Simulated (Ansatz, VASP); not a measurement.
# KBr: VASP beside Ansatz

```
K Br
1.0
     0.00000    3.30225    3.30225
     3.30225    0.00000    3.30225
     3.30225    3.30225    0.00000
K Br
1 1
Direct
  0.00000 0.00000 0.00000
  0.50000 0.50000 0.50000
```

Alike in both runs: task single point; functional HSE06; k mesh 4 × 4 × 4; no spin polarisation.

|  | VASP | Ansatz |
| --- | --- | --- |
| version | VASP 6.6.1 | Ansatz 0.2.0 |
| potentials or method | VASP PAW PBE potentials, release 64 (K_sv, Br) | plane waves, PAW |
| plane-wave cutoff (eV) | 520 | 420 |
| occupations | gaussian, width 0.01 eV | fixed |
| valence electrons in the cell | 16 | 16 |

|  | VASP | Ansatz | Ansatz less VASP |
| --- | --- | --- | --- |
| gap on the k mesh at the Fermi level (eV) | 5.59 | 5.60 | +0.003 |
| pressure (GPa) | 0.5 | 0.4 | -0.02 |

Ansatz's warnings: stress exchange threshold loose, stress scf threshold loose.
